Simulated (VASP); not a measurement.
# MoS2: single point with PBEsol

The system is MoS2.

```
CELL_PARAMETERS angstrom
3.14143 0.00000 0.00000
-1.57072 2.76137 0.00000
0.00000 0.00000 12.57882
ATOMIC_POSITIONS crystal
Mo 0.33333 0.66667 0.25000
Mo 0.66667 0.33333 0.75000
S 0.33333 0.66667 0.62605
S 0.66667 0.33333 0.12605
S 0.33333 0.66667 0.87395
S 0.66667 0.33333 0.37395
```

This cell differs from its parent crystal: strain +0.0150 x Voigt [0, 1, 0, 0, 0, 0].

```json
{
  "Program": "VASP 6.6.1",
  "Task": "single point",
  "Functional": "PBEsol",
  "Potentials or basis": "VASP PAW PBE potentials, release 64 (Mo_sv, S)",
  "Cutoff": "520 eV",
  "k mesh": "12 × 12 × 2",
  "Occupations": "gaussian, width 0.05 eV",
  "Spin": "no spin polarisation"
}
```

```
Pressure               : -2.1 GPa
Largest force          : 0.159 eV/Å
Band gap on the k mesh : 0.98 eV (least direct gap 1.67 eV)
```

Forces on the atoms (eV/Å):
```
Mo   0.000  0.090  0.000
Mo   0.000 -0.090  0.000
S    0.000  0.045  0.152
S    0.000 -0.045  0.152
S    0.000  0.045 -0.152
S    0.000 -0.045 -0.152
```

Stress tensor (GPa, compression positive):
```
-1.17  0.00  0.00
 0.00 -3.79  0.00
 0.00  0.00 -1.48
```

Levels at points of the mesh, in eV from the valence-band top:
```tsv
k point	band 24	band 25	band 26	band 27	band 28	band 29
(0.00, 0.00, 0.00)	-1.28	-1.08	0.00	2.13	2.15	2.26
(0.50, 0.00, 0.00)	-1.52	-1.31	-1.21	1.69	1.72	2.11
(0.00, 0.50, 0.00)	-1.39	-1.37	-1.28	1.69	1.73	2.09
(0.00, 0.00, 0.50)	-2.07	-0.28	-0.28	2.14	2.14	2.27
(0.50, 0.00, 0.50)	-1.60	-1.26	-1.26	1.70	1.70	2.24
(0.00, 0.50, 0.50)	-1.46	-1.32	-1.32	1.71	1.71	2.21
```

Wall time 2.5 min on 1 thread of Intel(R) Xeon(R) 6975P-C (Granite Rapids) (shared host), peak memory 0.39 GiB.

Caveat: the cell differs from its parent crystal (strain +0.0150 x Voigt [0, 1, 0, 0, 0, 0]); the PAW data sets were made with another functional, which shifts forces and pressure a little; this functional lacks dispersion, which binds layers or chains, so the pressure and a relaxed spacing across them are unreliable. A k mesh can miss the band edges.
